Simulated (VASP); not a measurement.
Input of a VASP 6.6.1 run:

File INCAR:

```
SYSTEM = MgO
PREC = Accurate
ENCUT = 520
EDIFF = 1E-7
ISMEAR = 0
SIGMA = 0.01
LREAL = .FALSE.
LASPH = .TRUE.
NELM = 60
ALGO = Normal
ISIF = 2
LWAVE = .FALSE.
LCHARG = .FALSE.
GGA = PS
NBANDS = 11
```

Contents of KPOINTS:

```
regular mesh
0
G
  8 8 8
  0 0 0
```

Contents of POSCAR:

```
MgO
1.0
    0.0000000000      2.0872005640      2.0872005640
    2.0872005640      0.0000000000      2.0872005640
    2.0872005640      2.0872005640      0.0000000000
Mg O
1 1
Direct
    0.0000000000      0.0000000000      0.0000000000
    0.5000000000      0.5000000000      0.5000000000
```

Potentials or basis: VASP PAW PBE potentials, release 64 (Mg, O).

Command:

```bash
$ cat potpaw_PBE.64/Mg/POTCAR potpaw_PBE.64/O/POTCAR > POTCAR
$ mpirun -np 1 vasp_std > vasp.out
```

Problem. Predict the band gap on the k mesh.

Solution. 4.90 eV, direct.

Problem. What does it give for the pressure?

Solution. 4.3 GPa.

Caveat: the PAW data sets were made with another functional, which shifts forces and pressure a little. As with any semilocal functional, this PBEsol gap is likely too small.
